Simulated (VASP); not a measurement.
# Si (P1) in VASP: single point with r2SCAN

Aim: the single point of Si with r2SCAN.

Everything below comes from runs of VASP 6.6.1. Logs are shortened: lines on timing, memory, paths and dates and some standing lists are left out, and cuts for length are marked.

## Step 1: The cell of the first run

The typed cell holds 8 atoms: a = 5.391 Å, b = 5.505 Å, c = 5.371 Å, α = 89.56°, β = 88.53°, γ = 90.58°.

## Step 2: Single point, r2SCAN (atoms moved at random and the cell strained at random)

Contents of POSCAR:

```
Si
1.0
    5.3906388476      0.0277295667     -0.0690381057
   -0.0277295667     -5.5047758945     -0.0212855762
    0.0690381057     -0.0212855762     -5.3706084518
Si
8
Direct
    0.4974227458     -0.0362581034     -0.0163735515
   -0.0267201067      0.5318850950      0.0737954040
   -0.0047488668     -0.0391020490      0.4985447557
    0.5318217812      0.5487220888      0.4502704539
    0.7565000622      0.7616017194      0.7040830808
    0.2908007182      0.2293948824      0.7730659591
    0.2656053158      0.7576511432      0.2614308156
    0.6893183503      0.2461052236      0.2551830824
```

Contents of INCAR.step1:

```
SYSTEM = Si
PREC = Accurate
ENCUT = 520
ISMEAR = 0
SIGMA = 0.05
LREAL = .False.
LASPH = .True.
NELM = 80
NBANDS = 26
GGA = PE
ALGO = Normal
EDIFF = 1E-4
LWAVE = .True.
LCHARG = .False.
```

Contents of INCAR.step2:

```
SYSTEM = Si
PREC = Accurate
ENCUT = 520
EDIFF = 1E-6
ISMEAR = 0
SIGMA = 0.05
LREAL = .False.
LASPH = .True.
NELM = 80
ALGO = Normal
ISIF = 2
LWAVE = .False.
LCHARG = .False.
METAGGA = R2SCAN
LMIXTAU = .True.
NBANDS = 26
ISTART = 1
```

Contents of KPOINTS:

```
regular mesh
0
Gamma
  6 6 6
  0 0 0
```

Potentials or basis: VASP PAW PBE potentials, release 64 (Si).

Run with:

```sh
$ cat potpaw_PBE.64/Si/POTCAR > POTCAR
$ cp INCAR.step1 INCAR
$ mpirun -np 1 vasp_std > vasp.out
$ cp INCAR.step2 INCAR
$ mpirun -np 1 vasp_std > vasp.out
```

OUTCAR:

```text
SYSTEM = Si
   PREC = Accurate
   ENCUT = 520
   EDIFF = 1E-6
   ISMEAR = 0
   LREAL = .False.
   LASPH = .True.
   NELM = 80
   ISIF = 2
   METAGGA = R2SCAN
   ISTART = 1

 ion  position               nearest neighbor table
   1  0.497  0.964  0.984-   6 2.17   7 2.22   5 2.32   8 2.39
   2  0.973  0.532  0.074-   7 2.26   8 2.37   5 2.65   6 2.88   4 3.09
   3  0.995  0.961  0.499-   5 1.99   7 2.23   6 2.65   8 2.65
   4  0.532  0.549  0.450-   7 2.12   8 2.15   5 2.19   6 2.75   2 3.09
   5  0.757  0.762  0.704-   3 1.99   4 2.19   1 2.32   2 2.65
   6  0.291  0.229  0.773-   1 2.17   3 2.65   4 2.75   2 2.88
   7  0.266  0.758  0.261-   4 2.12   1 2.22   3 2.23   2 2.26
   8  0.689  0.246  0.255-   4 2.15   2 2.37   1 2.39   3 2.65

  LATTYP: Found a triclinic cell.
 ALAT       =     5.3710943464
 B/A-ratio  =     1.3985771048
 C/A-ratio  =     1.7619477074
 COS(alpha) =     0.0044220663
 COS(beta)  =     0.5866747990
 COS(gamma) =     0.6966134151

  Lattice vectors:

 A1 = (  -0.0690381057,   0.0212855762,   5.3706084518)
 A2 = (   5.3216007419,   0.0490151429,   5.3015703461)
 A3 = (  -5.4319473866,   5.4983319040,   5.4609321337)

Analysis of symmetry for initial positions (statically):
=====================================================================
 Subroutine PRICEL returns:
 Original cell was already a primitive cell.

 Routine SETGRP: Setting up the symmetry group for a
 triclinic supercell.

 Subroutine GETGRP returns: Found  1 space group operations
 (whereof  1 operations were pure point group operations)
 out of a pool of  2 trial point group operations.

The static configuration has the point symmetry C_1 .

Analysis of symmetry for dynamics (positions and initial velocities):
=====================================================================
 Subroutine PRICEL returns:
 Original cell was already a primitive cell.

 Routine SETGRP: Setting up the symmetry group for a
 triclinic supercell.

 Subroutine GETGRP returns: Found  1 space group operations
 (whereof  1 operations were pure point group operations)
 out of a pool of  2 trial point group operations.

The dynamic configuration has the point symmetry C_1 .

 Subroutine INISYM returns: Found  1 space group operations
 (whereof  1 operations are pure point group operations),
 and found     1 'primitive' translations

----------------------------------------------------------------------------------------
[... 110 lines left out ...]
   NFREE  =      0    steps in history (QN), initial steepest desc. (CG)
   ISIF   =      2    stress and relaxation
   ISYM   =      2    0-nonsym 1-usesym 2-fastsym
   POTIM  = 0.5000    time-step for ionic-motion
   TEBEG  =    0.0;   TEEND  =   0.0 temperature during run
   PSTRESS=    0.0 pullay stress
   NELECT =      32.0000    total number of electrons
   NUPDOWN=      -1.0000    fix difference up-down
   EMIN   =  10.00;   EMAX   =-10.00  energy-range for DOS
   EFERMI =   0.00;   METHOD = LEGACY
   ISMEAR =     0;   SIGMA  =   0.05  broadening in eV -4-tet -1-fermi 0-gaus
   EFERMI_NEDOS =   21; number of points for ismear=-14 and -15
   IALGO  =     38    algorithm
   IMIX   =      4    mixing-type and parameters
     AMIX     =   0.40;   BMIX     =  1.00
     AMIX_MAG =   1.60;   BMIX_MAG =  1.00
  volume/ion in A,a.u.               =      19.92       134.41
  Fermi-wavevector in a.u.,A,eV,Ry     =   0.958709  1.811698 12.505433  0.919123
  Thomas-Fermi vector in A             =   2.087841
   LORBIT       =      0    0 simple, 1 ext, 2 COOP (PROOUT), +10 PAW based schemes
   METAGGA = R2SCAN    functional components
   LHFCALC =     F    Hartree Fock is set to
   AEXX    =    0.0000 exact exchange contribution
   IVDW    =     0    specifies the selected vdW correction
   LEPSILON=     F    determine dielectric tensor
   LRPA    =     F    only Hartree local field effects (RPA)
 non-spin polarized calculation
 Gauss-broadening in eV      SIGMA  =   0.05
  energy-cutoff  :      520.00
  volume of cell :      159.34
 maximum number of plane-waves:      4312
   NGX = 21   NGY = 21   NGZ = 19

 number of electron      32.0000000 magnetization

 Free energy of the ion-electron system (eV)
  ---------------------------------------------------
  ext. energy  EPLUGINS =         0.00000000
  ---------------------------------------------------
  free energy    TOTEN  =       -65.15336423 eV

  energy without entropy =      -65.15127377  energy(sigma->0) =      -65.15231900

 E-fermi :   5.9741     XC(G=0):  -9.8869

 val. band max:        5.9702312303   @ k =   0.3333  -0.1667   0.3333
 cond. band min:       5.9757923403   @ k =   0.3333   0.3333   0.3333
 fundamental gap:      0.0055611100
 Fermi energy:         5.9741437957

 k-point     1 :       0.0000    0.0000    0.0000
  band No.  band energies     occupation
      1      -7.3077      2.00000
      2      -3.5788      2.00000
      3      -3.4201      2.00000
      4      -3.1681      2.00000
      5      -2.3747      2.00000
      6      -1.6836      2.00000
[... 685 lines left out ...]
     25      10.8239      0.00000
     26      11.0761      0.00000

 [... further k-points ...]

------------------------ aborting loop because EDIFF is reached ----------------------------------------

  FORCE on cell =-STRESS in cart. coord.  units (eV):
  Direction    XX          YY          ZZ          XY          YZ          ZX
  --------------------------------------------------------------------------------------
  -------------------------------------------------------------------------------------
  Total        9.7468342      8.4406745      7.4461044     -1.1691499     -2.5611978      3.1814327
  in kB       98.0077519     84.8738702     74.8731270    -11.7562018    -25.7537198     31.9903938
  external PRESSURE =      85.9182497 kB  Pullay stress =       0.0000000 kB

 VOLUME and BASIS-vectors are now :
 -----------------------------------------------------------------------------
  energy-cutoff  :      520.00
  volume of cell :      159.34
      direct lattice vectors                 reciprocal lattice vectors
     5.390638848  0.027729567 -0.069038106     0.185542219 -0.000943881  0.002388849
    -0.027729567 -5.504775894 -0.021285576     0.000943881 -0.181668024  0.000732147
     0.069038106 -0.021285576 -5.370608452    -0.002388849  0.000732147 -0.186232252

 POSITION                                       TOTAL-FORCE (eV/Angst)
 -----------------------------------------------------------------------------------
      2.72261     -5.31233     -5.33753         1.318427     -0.833430     -0.001025
      5.23695     -2.90249     -0.47484        -0.112063      1.720011      2.972472
      5.37281     -5.27254     -2.76665         3.445050     -6.308091      1.864202
      2.88273     -3.01543     -2.46662        -0.979153      2.458452     -2.949727
      4.10551     -4.18646     -3.84979        -1.581673      3.322710     -5.610124
      1.61461     -1.27116     -4.17679        -2.890417     -2.369585      1.703586
      1.42882     -4.16890     -1.43851        -2.073605     -0.361528      1.064638
      3.72666     -1.34107     -1.42332         2.873434      2.371461      0.955978
 -----------------------------------------------------------------------------------
    total drift:                               -0.000005     -0.000103     -0.000011

  FREE ENERGIE OF THE ION-ELECTRON SYSTEM (eV)
  ---------------------------------------------------
  free  energy   TOTEN  =       -65.1533642337 eV

  energy  without entropy=      -65.1512737725  energy(sigma->0) =      -65.15231900
```

OSZICAR.step1:

```text
N       E                     dE             d eps       ncg     rms          rms(c)
DAV:   1     0.747705170124E+02    0.74771E+02   -0.12101E+04  5824   0.101E+03
DAV:   2    -0.338518756314E+02   -0.10862E+03   -0.10073E+03  7200   0.153E+02
DAV:   3    -0.395674527261E+02   -0.57156E+01   -0.55866E+01  7724   0.322E+01
DAV:   4    -0.396786159548E+02   -0.11116E+00   -0.11077E+00  7244   0.556E+00
DAV:   5    -0.396812310443E+02   -0.26151E-02   -0.26130E-02  7636   0.824E-01    0.107E+01
DAV:   6    -0.388325153109E+02    0.84872E+00   -0.72169E-01  6902   0.394E+00    0.637E+00
DAV:   7    -0.385887211630E+02    0.24379E+00   -0.93050E-01  7252   0.396E+00    0.129E+00
DAV:   8    -0.385890805533E+02   -0.35939E-03   -0.88289E-02  6812   0.148E+00    0.646E-01
DAV:   9    -0.385900684424E+02   -0.98789E-03   -0.82772E-03  7516   0.408E-01    0.221E-01
DAV:  10    -0.385903863479E+02   -0.31791E-03   -0.85449E-04  6716   0.131E-01    0.913E-02
DAV:  11    -0.385905588080E+02   -0.17246E-03   -0.14969E-04  4708   0.641E-02    0.238E-02
DAV:  12    -0.385905844409E+02   -0.25633E-04   -0.38904E-05  3450   0.326E-02
   1 F= -.38590584E+02 E0= -.38589557E+02  d E =-.205465E-02
```

Run time: 14 min. Hardware: 1 thread of AMD EPYC 9R45 (Zen 5), shared host; peak memory 0.43 GiB.

Results:

```
Free energy            : -65.1534 eV
Pressure               : 8.6 GPa
Largest force          : 7.425 eV/Å
Band gap on the k mesh : zero (bands 16 and 17 overlap by 0.23 eV)
```

Forces on the atoms (eV/Å):
```
Si   1.318 -0.833 -0.001
Si  -0.112  1.720  2.972
Si   3.445 -6.308  1.864
Si  -0.979  2.458 -2.950
Si  -1.582  3.323 -5.610
Si  -2.890 -2.370  1.704
Si  -2.074 -0.362  1.065
Si   2.873  2.371  0.956
```

Stress tensor (GPa, compression positive):
```
 9.80 -1.18  3.20
-1.18  8.49 -2.58
 3.20 -2.58  7.49
```

Caveat: the cell differs from its parent crystal (atoms moved at random and the cell strained at random); the cell stands under pressure; semilocal functionals underestimate gaps, so a narrow gap can read as zero; the PAW data sets were made with another functional, which shifts forces and pressure a little.
